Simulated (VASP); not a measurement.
Wanted: the native input for a VASP 6.6.1 run.

```yaml
Task: relaxation of the atoms
Functional: LDA
Potentials_or_basis: VASP PAW LDA potentials, release 64 (Si, C)
Cutoff: 520 eV
k_mesh: 12 × 12 × 6
Occupations: gaussian, width 0.05 eV
Spin: no spin polarisation
Dipole_correction: no
Further_INCAR_settings: ALGO = Normal; EDIFF = 1e-06; IBRION = 2; EDIFFG = -0.01; NSW = 50
```

The structure of SiC lies in POSCAR:

```
SiC
1.0
    2.8454008313      0.0000000000      0.0000000000
   -1.4227004157      2.4641894039      0.0000000000
    0.0000000000      0.0000000000      4.8610827802
Si C
2 2
Direct
    0.3333333333      0.6666666667      0.0046041256
    0.6666666667      0.3333333333      0.5046041256
    0.3333333333      0.6666666667      0.3803958744
    0.6666666667      0.3333333333      0.8803958744
```

One way to write it, as run:

INCAR

```
PREC     = Accurate       # precision mode
ENCUT    = 520            # plane-wave cutoff, eV
EDIFF    = 1E-6           # SCF threshold, eV
ISMEAR   = 0              # smearing method
SIGMA    = 0.05           # smearing width, eV
LREAL    = F              # projectors in reciprocal space
LASPH    = T              # aspherical terms in the spheres
NELM     = 100            # most SCF steps
ALGO     = Normal         # electronic algorithm
ISIF     = 2              # what is computed and relaxed
LWAVE    = F              # write WAVECAR
LCHARG   = F              # write CHGCAR
IBRION   = 2              # ionic algorithm
NSW      = 50             # ionic steps
EDIFFG   = -0.01          # ionic threshold
```

KPOINTS

```
Automatic mesh
0
Gamma
  12 12 6
```

Potentials or basis: VASP PAW LDA potentials, release 64 (Si, C).

The run is started by

```bash
$ cat potpaw_LDA.64/Si/POTCAR potpaw_LDA.64/C/POTCAR > POTCAR
$ mpirun -np 1 vasp_std > vasp.out
```

Results of the run:

```json
{
  "Energy gained by relaxing": "7.8 meV/atom",
  "Ionic steps": "3",
  "Pressure after relaxing": "56.6 GPa",
  "Band gap on the k mesh": "1.31 eV (least direct gap 4.54 eV)"
}
```

It took 32 s on 1 thread of AMD EPYC 9R45 (Zen 5), with other jobs on the host, peak memory 0.12 GiB.
